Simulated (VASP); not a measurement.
## Si (a cell with a defect): single point with PBE+D3(BJ)

Crystal: Si (a cell with a defect).

```
CELL_PARAMETERS angstrom
0.00000 5.43000 5.43000
5.43000 0.00000 5.43000
5.43000 5.43000 0.00000
ATOMIC_POSITIONS crystal
Si 0.00312 0.99684 0.00304
Si 0.12465 0.12604 0.12466
Si 0.00340 0.99695 0.49696
Si 0.13198 0.12274 0.62273
Si 0.99989 0.49991 0.99993
Si 0.12453 0.62453 0.12452
Si 0.00312 0.50307 0.49683
Si 0.12465 0.62465 0.62606
Si 0.49695 0.99696 0.00336
Si 0.62281 0.12279 0.13178
Si 0.50047 0.00038 0.50030
Si 0.62328 0.12328 0.62327
Si 0.49684 0.50309 0.00305
Si 0.62601 0.62466 0.12466
Si 0.49695 0.50338 0.49696
Si 0.62279 0.63187 0.62275
Si 0.75048 0.25038 0.75029
```

```yaml
Program: VASP 6.6.1
Task: single point
Functional: PBE
Dispersion: D3(BJ)
Potentials_or_basis: VASP PAW PBE potentials, release 64 (Si)
Cutoff: 520 eV
k_mesh: 2 × 2 × 2
Occupations: gaussian, width 0.05 eV
Spin: no spin polarisation
Dipole_correction: no
Further_INCAR_settings: LREAL = Auto; ALGO = Normal; EDIFF = 1e-07; NBANDS = 48
```

```yaml
Pressure: 2.4 GPa
Largest_force: 0.021 eV/Å
Band_gap_on_the_k_mesh: zero (band 34 reaches 6.93 eV, above the bottom of band 35 at 6.68 eV)
Dispersion_energy_per_atom: -0.332 eV
```

Forces on the atoms (eV/Å):
```
Si   0.001 -0.014  0.001
Si   0.011 -0.012  0.011
Si   0.018 -0.002 -0.001
Si   0.009 -0.005 -0.005
Si   0.001  0.002  0.002
Si  -0.010 -0.010 -0.010
Si   0.002  0.001 -0.014
Si   0.011  0.011 -0.012
Si  -0.002 -0.002  0.019
Si  -0.003 -0.002  0.006
Si   0.003  0.004  0.004
Si  -0.012 -0.012 -0.012
Si  -0.014  0.002  0.001
Si  -0.013  0.012  0.011
Si  -0.001  0.019 -0.001
Si  -0.004  0.008 -0.003
Si   0.002  0.002  0.002
```

Levels at points of the mesh, in eV from the Fermi level:
| k point | band 32 | band 33 | band 34 | band 35 | band 36 | band 37 |
| --- | --- | --- | --- | --- | --- | --- |
| (0.00, 0.00, 0.00) | -0.82 | -0.82 | -0.24 | -0.23 | -0.23 | 0.09 |
| (0.50, 0.00, 0.00) | -1.43 | -1.43 | -0.34 | 0.53 | 0.54 | 0.90 |
| (0.00, 0.50, 0.00) | -1.43 | -1.43 | -0.34 | 0.53 | 0.54 | 0.90 |
| (0.00, 0.00, 0.50) | -1.43 | -1.43 | -0.34 | 0.53 | 0.54 | 0.90 |
| (0.50, 0.50, 0.50) | -1.43 | -1.43 | -0.35 | 0.53 | 0.54 | 0.90 |
| (0.50, 0.50, 0.00) | -1.89 | -0.99 | 0.02 | 0.72 | 1.02 | 1.03 |
| (0.00, 0.50, 0.50) | -1.89 | -0.99 | 0.02 | 0.72 | 1.02 | 1.03 |
| (0.50, 0.00, 0.50) | -1.89 | -0.99 | 0.02 | 0.72 | 1.02 | 1.03 |

It took 2.6 min on 1 thread of AMD EPYC 9R45 96-Core Processor (Zen 5), with other jobs on the host, peak memory 0.43 GiB.

Caveat: the k points lie up to 0.50 Å⁻¹ apart.
